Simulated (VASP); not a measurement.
# ZnCd3Se2 (P4/mmm) in VASP: a series of runs

The runs below take ZnCd3Se2 through single point, with PBE.

Program: VASP 6.6.1. These are calculated values, not measurements. Logs are shortened: lines on timing, memory, paths and dates and some standing lists are left out, and cuts for length are marked.

## 1. The cell of the first run

It takes space group P4/mmm (No. 123, tetragonal). The conventional cell has a = 3.664 Å, b = 3.664 Å, c = 12.248 Å, α = 90.00°, β = 90.00°, γ = 90.00°. Within 4.8 Å of Zn (site symmetry 4/mmm) lie 4 Zn at 3.66 Å and 8 Cd at 3.69 Å and 2 Se at 4.25 Å. Within 4.2 Å of Cd (site symmetry 4/mmm) lie 8 Se at 3.19 Å and 6 Cd at 3.50 to 3.66 Å. Cd (site symmetry 4mm) has 4 Se at 3.06 Å and 5 Cd at 3.50 to 3.66 Å and 4 Zn at 3.69 Å within 4.0 Å. Se (site symmetry 4mm) has 8 Cd at 3.06 to 3.19 Å and 5 Se at 3.66 to 3.74 Å within 4.0 Å.

The cell was generated, and may not be a known phase.

## 2. Single point, PBE

INCAR

```
PREC = Accurate
ENCUT = 520
EDIFF = 1E-6
ISMEAR = 0
SIGMA = 0.1
LREAL = F
LASPH = T
NELM = 60
ALGO = Normal
ISIF = 2
LWAVE = F
LCHARG = T
GGA = PE
LELF = T
LVHAR = T
NBANDS = 39
```

KPOINTS

```
regular mesh
0
Gamma
  6 6 2
```

POSCAR

```
ZnCd3Se2
1.0
    3.6639330000      0.0000000000      0.0000000000
    0.0000000000      3.6639330000      0.0000000000
    0.0000000000      0.0000000000     12.2478228000
Zn Cd Se
1 3 2
Direct
    0.5000000000      0.5000000000      0.5000000000
    0.0000000000      0.0000000000      0.0000000000
    0.0000000000      0.0000000000      0.7145522800
    0.0000000000      0.0000000000      0.2854477200
    0.5000000000      0.5000000000      0.8473602500
    0.5000000000      0.5000000000      0.1526397500
```

Potentials or basis: VASP PAW PBE potentials, release 64 (Zn, Cd, Se).

Command:

```sh
> cat potpaw_PBE.64/Zn/POTCAR potpaw_PBE.64/Cd/POTCAR potpaw_PBE.64/Se/POTCAR > POTCAR
> mpirun -np 1 vasp_std > vasp.out
```

OUTCAR:

```text
PREC = Accurate
   ENCUT = 520
   EDIFF = 1E-6
   ISMEAR = 0
   LREAL = F
   LASPH = T
   NELM = 60
   ISIF = 2
   GGA = PE

 ion  position               nearest neighbor table
   1  0.500  0.500  0.500-
   2  0.000  0.000  0.000-   5 3.19   6 3.19   5 3.19   6 3.19   5 3.19   6 3.19   5 3.19   6 3.19
                             3 3.50   4 3.50
   3  0.000  0.000  0.715-   5 3.06   5 3.06   5 3.06   5 3.06   2 3.50
   4  0.000  0.000  0.285-   6 3.06   6 3.06   6 3.06   6 3.06   2 3.50
   5  0.500  0.500  0.847-   3 3.06   3 3.06   3 3.06   3 3.06   2 3.19   2 3.19   2 3.19   2 3.19

   6  0.500  0.500  0.153-   4 3.06   4 3.06   4 3.06   4 3.06   2 3.19   2 3.19   2 3.19   2 3.19

  LATTYP: Found a simple tetragonal cell.
 ALAT       =     3.6639330000
 C/A-ratio  =     3.3428075240

  Lattice vectors:

 A1 = (   3.6639330000,   0.0000000000,   0.0000000000)
 A2 = (   0.0000000000,   3.6639330000,   0.0000000000)
 A3 = (   0.0000000000,   0.0000000000,  12.2478228000)

Analysis of symmetry for initial positions (statically):
=====================================================================
 Subroutine PRICEL returns:
 Original cell was already a primitive cell.

 Routine SETGRP: Setting up the symmetry group for a
 simple tetragonal supercell.

 Subroutine GETGRP returns: Found 16 space group operations
 (whereof 16 operations were pure point group operations)
 out of a pool of 16 trial point group operations.

The static configuration has the point symmetry D_4h.

Analysis of symmetry for dynamics (positions and initial velocities):
=====================================================================
 Subroutine PRICEL returns:
 Original cell was already a primitive cell.

 Routine SETGRP: Setting up the symmetry group for a
 simple tetragonal supercell.

 Subroutine GETGRP returns: Found 16 space group operations
 (whereof 16 operations were pure point group operations)
 out of a pool of 16 trial point group operations.

The dynamic configuration has the point symmetry D_4h.

 Subroutine INISYM returns: Found 16 space group operations
 (whereof 16 operations are pure point group operations),
 and found     1 'primitive' translations

----------------------------------------------------------------------------------------

                                     Primitive cell

  volume of cell :     164.4197

  direct lattice vectors                    reciprocal lattice vectors
     3.663933000  0.000000000  0.000000000     0.272930755  0.000000000  0.000000000
     0.000000000  3.663933000  0.000000000     0.000000000  0.272930755  0.000000000
     0.000000000  0.000000000 12.247822800     0.000000000  0.000000000  0.081647164

  length of vectors
     3.663933000  3.663933000 12.247822800     0.272930755  0.272930755  0.081647164

  position of ions in fractional coordinates (direct lattice)
     0.500000000  0.500000000  0.500000000
     0.000000000  0.000000000  0.000000000
     0.000000000  0.000000000  0.714552280
     0.000000000  0.000000000  0.285447720
     0.500000000  0.500000000  0.847360250
     0.500000000  0.500000000  0.152639750

  ion indices of the primitive-cell ions
   primitive index   ion index
                 1           1
                 2           2
                 3           3
                 4           4
                 5           5
                 6           6

----------------------------------------------------------------------------------------

 KPOINTS: regular mesh

Automatic generation of k-mesh.
 Grid dimensions read from file:
 generate k-points for:    6    6    2

 Generating k-lattice:

  Cartesian coordinates                     Fractional coordinates (reciprocal lattice)
     0.045488459  0.000000000  0.000000000     0.166666667  0.000000000  0.000000000
     0.000000000  0.045488459  0.000000000     0.000000000  0.166666667  0.000000000
     0.000000000  0.000000000  0.040823582     0.000000000  0.000000000  0.500000000

  Length of vectors
     0.045488459  0.045488459  0.040823582

  Shift w.r.t. Gamma in fractional coordinates (k-lattice)
     0.000000000  0.000000000  0.000000000

 Subroutine IBZKPT returns following result:
 ===========================================

 Found     20 irreducible k-points:

 Following reciprocal coordinates:
            Coordinates               Weight
  0.000000  0.000000  0.000000      1.000000
  0.166667  0.000000  0.000000      4.000000
  0.333333  0.000000  0.000000      4.000000
  0.500000  0.000000  0.000000      2.000000
  0.166667  0.166667  0.000000      4.000000
  0.333333  0.166667  0.000000      8.000000
[... 12 lines left out ...]
  0.500000  0.333333  0.500000      4.000000
  0.500000  0.500000  0.500000      1.000000
   k-points           NKPTS =     20   k-points in BZ     NKDIM =     20   number of bands    NBANDS=     39
   number of dos      NEDOS =    301   number of ions     NIONS =      6
   total plane-waves  NPLWV =  75264
   dimension x,y,z NGX =    28 NGY =   28 NGZ =   96
   dimension x,y,z NGXF=    56 NGYF=   56 NGZF=  192
   ions per type =               1   3   2
   NGX,Y,Z   is equivalent  to a cutoff of  12.70, 12.70, 13.03 a.u.
   NGXF,Y,Z  is equivalent  to a cutoff of  25.41, 25.41, 26.06 a.u.
 SYSTEM =  unknown system
   PREC   = accura    normal or accurate (medium, high low for compatibility)
   ISTART =      0    job   : 0-new  1-cont  2-samecut
   ICHARG =      2    charge: 1-file 2-atom 10-const
   ISPIN  =      1    spin polarized calculation?
   LNONCOLLINEAR =      F non collinear calculations
   LSORBIT =      F    spin-orbit coupling
   LASPH  =      T    aspherical Exc in radial PAW
   ENCUT  =  520.0 eV  38.22 Ry    6.18 a.u.   6.81  6.81 22.77*2*pi/ulx,y,z
   NELM   =     60;   NELMIN=  2; NELMDL= -5     # of ELM steps
   EDIFF  = 0.1E-05   stopping-criterion for ELM
   LREAL  =      F    real-space projection
   EDIFFG = 0.1E-04   stopping-criterion for IOM
   NSW    =      0    number of steps for IOM
   IBRION =     -1    ionic relax: 0-MD 1-quasi-New 2-CG
   NFREE  =      0    steps in history (QN), initial steepest desc. (CG)
   ISIF   =      2    stress and relaxation
   ISYM   =      2    0-nonsym 1-usesym 2-fastsym
   POTIM  = 0.5000    time-step for ionic-motion
   TEBEG  =    0.0;   TEEND  =   0.0 temperature during run
   PSTRESS=    0.0 pullay stress
   NELECT =      60.0000    total number of electrons
   NUPDOWN=      -1.0000    fix difference up-down
   EMIN   =  10.00;   EMAX   =-10.00  energy-range for DOS
   EFERMI =   0.00;   METHOD = LEGACY
   ISMEAR =     0;   SIGMA  =   0.10  broadening in eV -4-tet -1-fermi 0-gaus
   EFERMI_NEDOS =   21; number of points for ismear=-14 and -15
   IALGO  =     38    algorithm
   IMIX   =      4    mixing-type and parameters
     AMIX     =   0.40;   BMIX     =  1.00
     AMIX_MAG =   1.60;   BMIX_MAG =  1.00
  volume/ion in A,a.u.               =      27.40       184.93
  Fermi-wavevector in a.u.,A,eV,Ry     =   1.169878  2.210749 18.621134  1.368615
  Thomas-Fermi vector in A             =   2.306345
   LORBIT       =      0    0 simple, 1 ext, 2 COOP (PROOUT), +10 PAW based schemes
   GGA     = PE    functional components
   LHFCALC =     F    Hartree Fock is set to
   AEXX    =    0.0000 exact exchange contribution
   IVDW    =     0    specifies the selected vdW correction
   LEPSILON=     F    determine dielectric tensor
   LRPA    =     F    only Hartree local field effects (RPA)
 non-spin polarized calculation
 Gauss-broadening in eV      SIGMA  =   0.10
  energy-cutoff  :      520.00
  volume of cell :      164.42
 maximum number of plane-waves:      4464
 NGX is ok and might be reduce to    28
   NGX = 13   NGY = 13   NGZ = 45

 number of electron      60.0000001 magnetization

 Free energy of the ion-electron system (eV)
  ---------------------------------------------------
  ext. energy  EPLUGINS =         0.00000000
  ---------------------------------------------------
  free energy    TOTEN  =        -9.40927024 eV

  energy without entropy =       -9.38689550  energy(sigma->0) =       -9.39808287

 E-fermi :   1.3869     XC(G=0):  -9.3535

 val. band max:        1.3842679617   @ k =   0.5000   0.3333   0.5000
 cond. band min:       1.4348878794   @ k =   0.5000   0.0000   0.5000
 fundamental gap:      0.0506199177
 Fermi energy:         1.3868851923

 k-point     1 :       0.0000    0.0000    0.0000
  band No.  band energies     occupation
      1     -11.6248      2.00000
      2     -11.3302      2.00000
      3      -7.1115      2.00000
      4      -7.1084      2.00000
      5      -7.0253      2.00000
      6      -7.0230      2.00000
[... 31 lines left out ...]
     38       7.9079      0.00000
     39       8.1350      0.00000

 k-point     2 :       0.1667    0.0000    0.0000
  band No.  band energies     occupation
      1     -11.4865      2.00000
      2     -11.2216      2.00000
      3      -7.1007      2.00000
      4      -7.0598      2.00000
      5      -7.0007      2.00000
      6      -6.9866      2.00000
[... 31 lines left out ...]
     38       8.0030      0.00000
     39       8.3468      0.00000

 k-point     3 :       0.3333    0.0000    0.0000
  band No.  band energies     occupation
      1     -11.1761      2.00000
      2     -10.9873      2.00000
      3      -7.0838      2.00000
      4      -6.9848      2.00000
      5      -6.9745      2.00000
      6      -6.9403      2.00000
[... 31 lines left out ...]
     38       8.1381      0.00000
     39       8.3265      0.00000

 k-point     4 :       0.5000    0.0000    0.0000
  band No.  band energies     occupation
      1     -10.9989      2.00000
      2     -10.8603      2.00000
      3      -7.0752      2.00000
      4      -6.9548      2.00000
      5      -6.9546      2.00000
      6      -6.9259      2.00000
[... 31 lines left out ...]
     38       7.5888      0.00000
     39       7.7896      0.00000
[... 586 lines left out ...]
     38       6.2594      0.00000
     39       6.9557      0.00000

 k-point    19 :       0.5000    0.3333    0.5000
  band No.  band energies     occupation
      1     -10.7095      2.00000
      2     -10.4953      2.00000
      3      -7.1049      2.00000
      4      -7.0892      2.00000
      5      -7.0679      2.00000
      6      -6.9901      2.00000
[... 31 lines left out ...]
     38       5.2934      0.00000
     39       5.7249      0.00000

 k-point    20 :       0.5000    0.5000    0.5000
  band No.  band energies     occupation
      1     -10.6040      2.00000
      2     -10.3535      2.00000
      3      -7.1493      2.00000
      4      -7.1493      2.00000
      5      -7.1201      2.00000
      6      -6.9700      2.00000
[... 31 lines left out ...]
     38       5.5953      0.00000
     39       6.3013      0.00000

------------------------ aborting loop because EDIFF is reached ----------------------------------------

  FORCE on cell =-STRESS in cart. coord.  units (eV):
  Direction    XX          YY          ZZ          XY          YZ          ZX
  --------------------------------------------------------------------------------------
  -------------------------------------------------------------------------------------
  Total       -2.6633663     -2.6633663     -5.8709117      0.0000000      0.0000000      0.0000000
  in kB      -25.9529989    -25.9529989    -57.2087141      0.0000000      0.0000000      0.0000000
  external PRESSURE =     -36.3715707 kB  Pullay stress =       0.0000000 kB

 VOLUME and BASIS-vectors are now :
 -----------------------------------------------------------------------------
  energy-cutoff  :      520.00
  volume of cell :      164.42
      direct lattice vectors                 reciprocal lattice vectors
     3.663933000  0.000000000  0.000000000     0.272930755  0.000000000  0.000000000
     0.000000000  3.663933000  0.000000000     0.000000000  0.272930755  0.000000000
     0.000000000  0.000000000 12.247822800     0.000000000  0.000000000  0.081647164

 POSITION                                       TOTAL-FORCE (eV/Angst)
 -----------------------------------------------------------------------------------
      1.83197      1.83197      6.12391        -0.000000      0.000000     -0.000000
      0.00000      0.00000      0.00000        -0.000000      0.000000     -0.000000
      0.00000      0.00000      8.75171        -0.000000      0.000000      0.144457
      0.00000      0.00000      3.49611        -0.000000      0.000000     -0.144457
      1.83197      1.83197     10.37832        -0.000000     -0.000000     -0.084385
      1.83197      1.83197      1.86950         0.000000     -0.000000      0.084385
 -----------------------------------------------------------------------------------
    total drift:                               -0.000000      0.000000      0.000000

  FREE ENERGIE OF THE ION-ELECTRON SYSTEM (eV)
  ---------------------------------------------------
  free  energy   TOTEN  =        -9.4092702404 eV

  energy  without entropy=       -9.3868955012  energy(sigma->0) =       -9.39808287
```

Wall time 3.2 min (1 thread of AMD EPYC 7R13, shared host); peak memory 0.34 GiB.

What came out:

| Item | Value |
| --- | --- |
| Free energy | -9.4093 eV |
| Pressure | -3.6 GPa |
| Largest force | 0.144 eV/Å |
| Band gap on the k mesh | zero (bands 30 and 31 overlap by 1.02 eV) |

Forces in eV/Å, atoms in the order of the input:
```
Zn   0.000  0.000  0.000
Cd   0.000  0.000  0.000
Cd   0.000  0.000  0.144
Cd   0.000  0.000 -0.144
Se   0.000  0.000 -0.084
Se   0.000  0.000  0.084
```

Levels at points of the mesh, in eV from the Fermi level:
```
           k point  band 28  band 29  band 30  band 31  band 32  band 33
(0.00, 0.00, 0.00)    -0.87    -0.43    -0.43    -0.37     1.83     2.65
(0.50, 0.00, 0.00)    -1.94    -0.14    -0.01     0.05     0.44     2.16
(0.50, 0.50, 0.00)    -1.24    -0.67    -0.43    -0.32     0.86     1.08
(0.00, 0.00, 0.50)    -0.87    -0.43    -0.43     0.73     0.79     3.64
(0.50, 0.00, 0.50)    -1.35    -1.12    -0.01     0.05     1.20     1.78
(0.50, 0.50, 0.50)    -1.23    -0.85    -0.51    -0.13     1.14     1.47
```

Caveat: the cell stands under tension.

(Part 1 of 2 ends here.)

The gap in the log of VASP goes by the Fermi energy; the results here count the filled bands.